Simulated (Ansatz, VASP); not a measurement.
**Two plane-wave programs on CsCl**

INCAR

```
PREC = Accurate
ENCUT = 500
EDIFF = 1E-6
ISMEAR = 0
SIGMA = 0.05
LREAL = F
LASPH = T
NELM = 200
ALGO = Normal
ISIF = 2
LWAVE = F
LCHARG = F
MAGMOM = 0 0 0 0 0 0
LORBIT = 11
LSORBIT = T
GGA_COMPAT = F
LORBMOM = T
GGA = PS
NBANDS = 28
```

KPOINTS

```
regular mesh
0
Gamma
  6 6 6
```

File POSCAR:

```
CsCl
1.0
    4.1229998261      0.0000000000      0.0000000000
    0.0000000000      4.1229998261      0.0000000000
    0.0000000000      0.0000000000      4.1229998261
Cs Cl
1 1
Direct
    0.0000000000      0.0000000000      0.0000000000
    0.5000000000      0.5000000000      0.5000000000
```

Input for Ansatz:

```yaml
crystal:
  lattice:
    - [4.1229998261, 0.0, 0.0]
    - [0.0, 4.1229998261, 0.0]
    - [0.0, 0.0, 4.1229998261]
  atoms:
    - { symbol: Cs, position: [0.0, 0.0, 0.0] }
    - { symbol: Cl, position: [0.5, 0.5, 0.5] }
basis:
  ecutwfc: 420
  ecutrho_ratio: 4
kpoints:
  mp_grid: { grid: [6, 6, 6] }
  band_path:
    path:
      - [[0.0, 0.0, 0.0], [0.0, 0.5, 0.0], [0.5, 0.5, 0.0], [0.0, 0.0, 0.0], [0.5, 0.5, 0.5], [0.0, 0.5, 0.0]]
      - [[0.5, 0.5, 0.5], [0.5, 0.5, 0.0]]
    npoints: 10
hamiltonian:
  xc: pbesol
scf:
  occupations: { method: gaussian, width: 0.05 }
output:
  forces: true
  stress: true
  eigenvalues: true
  populations: true
  eigenstates:
    nscf_kmesh: { grid: [12, 12, 12] }
    de_dk: true
    e_range: [-2.5, 7.558958615465]
  write_density: true
  write_potential: true
  elf: true
  volumetric_format: npy
magnetization:
  noncollinear: true
  spin_orbit: true
```

Alike in both runs: task single point; functional PBEsol; k mesh 6 × 6 × 6; occupations gaussian, width 0.05 eV; non-collinear spin, spin-orbit coupling.

```csv
,VASP,Ansatz
version,VASP 6.6.1,Ansatz 0.2.0
potentials or method,"VASP PAW PBE potentials, release 64 (Cs_sv, Cl), cutoff 500 eV","plane waves, PAW"
valence electrons in the cell,16,16
```

Ansatz gave:

| Item | Value |
| --- | --- |
| pressure (GPa) | -0.7 |
| net moment per atom (μB) | 0.00 |

Problem. Which values does VASP return?

Solution. Pressure (GPa): -0.6; net moment per atom (μB): 0.00.

VASP's potentials were made for PBE, not for PBEsol. With one functional, cell and mesh, what is left measures potentials, basis and numerics.
